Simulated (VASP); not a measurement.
# Tm3C2 (P6/mmm) in VASP: notebook, part 2 of 2

VASP 6.6.1.

## 4. Single point, PBE

This run uses another cell than the first one, of 23.06 Å³/atom.

Contents of INCAR:

```
SYSTEM = Tm3C2
PREC     = Accurate       ! precision mode
ENCUT    = 600            ! plane-wave cutoff, eV
EDIFF    = 1E-6           ! SCF threshold, eV
ISMEAR   = 0              ! smearing method
SIGMA    = 0.1            ! smearing width, eV
LREAL    = .FALSE.        ! projectors in reciprocal space
LASPH    = .TRUE.         ! aspherical terms in the spheres
NELM     = 200            ! most SCF steps
ALGO     = Normal         ! electronic algorithm
ISIF     = 2              ! what is computed and relaxed
LWAVE    = .FALSE.        ! write WAVECAR
LCHARG   = .FALSE.        ! write CHGCAR
GGA      = PE             ! functional
NBANDS   = 26             ! bands
GGA_COMPAT= .FALSE.      
LMAXMIX  = 6              ! l up to which the mixer works
```

Contents of KPOINTS:

```
Automatic mesh
0
G
  6 6 4
  0 0 0
```

Contents of POSCAR:

```
Tm3C2
1.0
    5.0223112500      0.0000000000      0.0000000000
   -2.5111556300      4.3494491300      0.0000000000
    0.0000000000      0.0000000000      5.2778245100
Tm C
3 2
Direct
    0.5000000000      0.0000000000      0.5000000000
    0.0000000000      0.5000000000      0.5000000000
    0.5000000000      0.5000000000      0.5000000000
    0.0000000000      0.0000000000      0.8554753400
    0.0000000000      0.0000000000      0.1445246600
```

Potentials or basis: VASP PAW PBE potentials, release 64 (Tm_3, C), 4f in core.

Started as:

```bash
> cat potpaw_PBE.64/Tm_3/POTCAR potpaw_PBE.64/C/POTCAR > POTCAR
> mpirun -np 1 vasp_std > vasp.out
```

OUTCAR:

```text
SYSTEM = Tm3C2
   PREC = Accurate
   ENCUT = 600
   EDIFF = 1E-6
   ISMEAR = 0
   LREAL = .FALSE.
   LASPH = .TRUE.
   NELM = 200
   ISIF = 2
   GGA = PE

 ion  position               nearest neighbor table
   1  0.500  0.000  0.500-   2 2.51   2 2.51   3 2.51   3 2.51
   2  0.000  0.500  0.500-   1 2.51   1 2.51   3 2.51   3 2.51
   3  0.500  0.500  0.500-   2 2.51   2 2.51   1 2.51   1 2.51
   4  0.000  0.000  0.855-   5 1.53
   5  0.000  0.000  0.145-   4 1.53

  LATTYP: Found a hexagonal cell.
 ALAT       =     5.0223112500
 C/A-ratio  =     1.0508756322

  Lattice vectors:

 A1 = (   5.0223112500,   0.0000000000,   0.0000000000)
 A2 = (  -2.5111556300,   4.3494491300,   0.0000000000)
 A3 = (   0.0000000000,   0.0000000000,   5.2778245100)

Analysis of symmetry for initial positions (statically):
=====================================================================
 Subroutine PRICEL returns:
 Original cell was already a primitive cell.

 Routine SETGRP: Setting up the symmetry group for a
 hexagonal supercell.

 Subroutine GETGRP returns: Found 24 space group operations
 (whereof 24 operations were pure point group operations)
 out of a pool of 24 trial point group operations.

The static configuration has the point symmetry D_6h.

Analysis of symmetry for dynamics (positions and initial velocities):
=====================================================================
 Subroutine PRICEL returns:
 Original cell was already a primitive cell.

 Routine SETGRP: Setting up the symmetry group for a
 hexagonal supercell.

 Subroutine GETGRP returns: Found 24 space group operations
 (whereof 24 operations were pure point group operations)
 out of a pool of 24 trial point group operations.

The dynamic configuration has the point symmetry D_6h.

 Subroutine INISYM returns: Found 24 space group operations
 (whereof 24 operations are pure point group operations),
 and found     1 'primitive' translations

----------------------------------------------------------------------------------------

                                     Primitive cell

  volume of cell :     115.2903

  direct lattice vectors                    reciprocal lattice vectors
     5.022311250  0.000000000  0.000000000     0.199111515  0.114957087  0.000000000
    -2.511155630  4.349449130  0.000000000     0.000000000  0.229914173  0.000000000
     0.000000000  0.000000000  5.277824510     0.000000000  0.000000000  0.189472007

  length of vectors
     5.022311250  5.022311254  5.277824510     0.229914173  0.229914173  0.189472007

  position of ions in fractional coordinates (direct lattice)
     0.500000000  0.000000000  0.500000000
     0.000000000  0.500000000  0.500000000
     0.500000000  0.500000000  0.500000000
     0.000000000  0.000000000  0.855475340
     0.000000000  0.000000000  0.144524660

  ion indices of the primitive-cell ions
   primitive index   ion index
                 1           1
                 2           2
                 3           3
                 4           4
                 5           5

----------------------------------------------------------------------------------------

 KPOINTS: Automatic mesh

Automatic generation of k-mesh.
 Grid dimensions read from file:
 generate k-points for:    6    6    4

 Generating k-lattice:

  Cartesian coordinates                     Fractional coordinates (reciprocal lattice)
     0.033185252  0.019159514  0.000000000     0.166666667  0.000000000  0.000000000
     0.000000000  0.038319029  0.000000000     0.000000000  0.166666667  0.000000000
     0.000000000  0.000000000  0.047368002     0.000000000  0.000000000  0.250000000

  Length of vectors
     0.038319029  0.038319029  0.047368002

  Shift w.r.t. Gamma in fractional coordinates (k-lattice)
     0.000000000  0.000000000  0.000000000

 Subroutine IBZKPT returns following result:
 ===========================================

 Found     21 irreducible k-points:

 Following reciprocal coordinates:
            Coordinates               Weight
  0.000000  0.000000  0.000000      1.000000
  0.166667  0.000000  0.000000      6.000000
  0.333333 -0.000000  0.000000      6.000000
  0.500000  0.000000  0.000000      3.000000
  0.166667  0.166667  0.000000      6.000000
  0.333333  0.166667  0.000000     12.000000
[... 13 lines left out ...]
  0.333333  0.166667  0.500000     12.000000
  0.333333  0.333333  0.500000      2.000000
   k-points           NKPTS =     21   k-points in BZ     NKDIM =     21   number of bands    NBANDS=     26
   number of dos      NEDOS =    301   number of ions     NIONS =      5
   total plane-waves  NPLWV =  67200
   dimension x,y,z NGX =    40 NGY =   40 NGZ =   42
   dimension x,y,z NGXF=    80 NGYF=   80 NGZF=   84
   ions per type =               3   2
   NGX,Y,Z   is equivalent  to a cutoff of  13.24, 13.24, 13.23 a.u.
   NGXF,Y,Z  is equivalent  to a cutoff of  26.48, 26.48, 26.46 a.u.
 SYSTEM =  Tm3C2
   PREC   = accura    normal or accurate (medium, high low for compatibility)
   ISTART =      0    job   : 0-new  1-cont  2-samecut
   ICHARG =      2    charge: 1-file 2-atom 10-const
   ISPIN  =      1    spin polarized calculation?
   LNONCOLLINEAR =      F non collinear calculations
   LSORBIT =      F    spin-orbit coupling
   LASPH  =      T    aspherical Exc in radial PAW
   ENCUT  =  600.0 eV  44.10 Ry    6.64 a.u.  10.03 10.03 10.54*2*pi/ulx,y,z
   NELM   =    200;   NELMIN=  2; NELMDL= -5     # of ELM steps
   EDIFF  = 0.1E-05   stopping-criterion for ELM
   LREAL  =      F    real-space projection
   EDIFFG = 0.1E-04   stopping-criterion for IOM
   NSW    =      0    number of steps for IOM
   IBRION =     -1    ionic relax: 0-MD 1-quasi-New 2-CG
   NFREE  =      0    steps in history (QN), initial steepest desc. (CG)
   ISIF   =      2    stress and relaxation
   ISYM   =      2    0-nonsym 1-usesym 2-fastsym
   POTIM  = 0.5000    time-step for ionic-motion
   TEBEG  =    0.0;   TEEND  =   0.0 temperature during run
   PSTRESS=    0.0 pullay stress
   NELECT =      35.0000    total number of electrons
   NUPDOWN=      -1.0000    fix difference up-down
   EMIN   =  10.00;   EMAX   =-10.00  energy-range for DOS
   EFERMI =   0.00;   METHOD = LEGACY
   ISMEAR =     0;   SIGMA  =   0.10  broadening in eV -4-tet -1-fermi 0-gaus
   EFERMI_NEDOS =   21; number of points for ismear=-14 and -15
   IALGO  =     38    algorithm
   IMIX   =      4    mixing-type and parameters
     AMIX     =   0.40;   BMIX     =  1.00
     AMIX_MAG =   1.60;   BMIX_MAG =  1.00
  volume/ion in A,a.u.               =      23.06       155.60
  Fermi-wavevector in a.u.,A,eV,Ry     =   1.100272  2.079212 16.471180  1.210598
  Thomas-Fermi vector in A             =   2.236680
   LORBIT       =      0    0 simple, 1 ext, 2 COOP (PROOUT), +10 PAW based schemes
   GGA     = PE    functional components
   LHFCALC =     F    Hartree Fock is set to
   AEXX    =    0.0000 exact exchange contribution
   IVDW    =     0    specifies the selected vdW correction
   LEPSILON=     F    determine dielectric tensor
   LRPA    =     F    only Hartree local field effects (RPA)
 non-spin polarized calculation
 Gauss-broadening in eV      SIGMA  =   0.10
  energy-cutoff  :      600.00
  volume of cell :      115.29
 maximum number of plane-waves:      3876
   NGX = 21   NGY = 21   NGZ = 21

 number of electron      34.9999997 magnetization

 Free energy of the ion-electron system (eV)
  ---------------------------------------------------
  ext. energy  EPLUGINS =         0.00000000
  ---------------------------------------------------
  free energy    TOTEN  =       -19.26172359 eV

  energy without entropy =      -19.24509858  energy(sigma->0) =      -19.25341109

 E-fermi :   2.1885     XC(G=0):  -9.2387

 val. band max:        2.1673278169   @ k =   0.1667   0.1667   0.0000
 cond. band min:       2.2459003684   @ k =   0.1667   0.1667   0.0000
 fundamental gap:      0.0785725515
 Fermi energy:         2.1884901994

 k-point     1 :       0.0000    0.0000    0.0000
  band No.  band energies     occupation
      1     -26.1632      2.00000
      2     -24.3302      2.00000
      3     -24.3302      2.00000
      4     -23.4279      2.00000
      5     -22.4938      2.00000
      6     -22.4938      2.00000
[... 598 lines left out ...]
     25       5.4721      0.00000
     26       6.5074      0.00000

------------------------ aborting loop because EDIFF is reached ----------------------------------------

  FORCE on cell =-STRESS in cart. coord.  units (eV):
  Direction    XX          YY          ZZ          XY          YZ          ZX
  --------------------------------------------------------------------------------------
  -------------------------------------------------------------------------------------
  Total       17.1695995     17.1695995    -20.8657418     -0.0000000     -0.0000000      0.0000000
  in kB      238.6041103    238.6041105   -289.9690105     -0.0000003     -0.0000000      0.0000000
  external PRESSURE =      62.4130701 kB  Pullay stress =       0.0000000 kB

 VOLUME and BASIS-vectors are now :
 -----------------------------------------------------------------------------
  energy-cutoff  :      600.00
  volume of cell :      115.29
      direct lattice vectors                 reciprocal lattice vectors
     5.022311250  0.000000000  0.000000000     0.199111515  0.114957087  0.000000000
    -2.511155630  4.349449130  0.000000000     0.000000000  0.229914173  0.000000000
     0.000000000  0.000000000  5.277824510     0.000000000  0.000000000  0.189472007

 POSITION                                       TOTAL-FORCE (eV/Angst)
 -----------------------------------------------------------------------------------
      2.51116      0.00000      2.63891        -0.000000      0.000000      0.000000
     -1.25558      2.17472      2.63891        -0.000000      0.000000      0.000000
      1.25558      2.17472      2.63891        -0.000000      0.000000      0.000000
      0.00000      0.00000      4.51505         0.000000     -0.000000      4.080568
      0.00000      0.00000      0.76278         0.000000      0.000000     -4.080568
 -----------------------------------------------------------------------------------
    total drift:                               -0.000000      0.000000     -0.000000

  FREE ENERGIE OF THE ION-ELECTRON SYSTEM (eV)
  ---------------------------------------------------
  free  energy   TOTEN  =       -19.2617235926 eV

  energy  without entropy=      -19.2450985844  energy(sigma->0) =      -19.25341109
```

Wall time 51 s (1 thread of AMD EPYC 9R45 (Zen 5), shared host); peak memory 0.23 GiB.

Results:

- Free energy: -19.2617 eV
- Pressure: 6.2 GPa
- Largest force: 4.081 eV/Å
- Band gap on the k mesh: zero (an odd number of electrons rules out a gap without spin polarisation)

Forces in eV/Å, atoms in the order of the input:
```
Tm   0.000  0.000  0.000
Tm   0.000  0.000  0.000
Tm   0.000  0.000  0.000
C    0.000  0.000  4.081
C    0.000  0.000 -4.081
```

Caveat: the stress differs along the axes, from -29 to 24 GPa; spin-orbit coupling is left out, which moves the levels of the heavy elements; the 4f electrons are frozen in the core, so they carry no moment and show no levels; forces of over 1 eV/Å act on the atoms, so gaps and moduli don't describe the material at rest.

## 5. Overview

```csv
cell,k mesh,gap on the mesh (eV),pressure (GPa),largest force (eV/Å)
"a = 5.854, b = 5.854, c = 3.635 Å, angles 90.0, 90.0, 120.0°, 5 atoms, atomic positions A",3 × 3 × 6,none,0.3,0.11
"a = 5.814, b = 5.814, c = 3.697 Å, angles 90.0, 90.0, 120.0°, 5 atoms, atomic positions B",6 × 6 × 4,none,0.5,0.11
"a = 5.022, b = 5.022, c = 5.278 Å, angles 90.0, 90.0, 120.0°, 5 atoms, atomic positions C",6 × 6 × 4,none,6.2,4.08
```

Alike in all rows: task single point; level PBE; potentials or basis VASP PAW PBE potentials, release 64 (Tm_3, C), 4f in core; no spin polarisation; cutoff (eV) 600; smearing gaussian 0.1 eV.

Caveats: some runs use coarse meshes; spin-orbit coupling is left out, which moves the levels of the heavy elements; the 4f electrons are frozen in the core, so they carry no moment and show no levels; the stress differs along the axes, from -29 to 24 GPa (at least some runs); forces of over 1 eV/Å act on the atoms, so gaps and moduli don't describe the material at rest (at least some runs).

Absolute energies hang on the potentials; compare differences alone.

The gap in the log of VASP goes by the Fermi energy; the results here count the filled bands.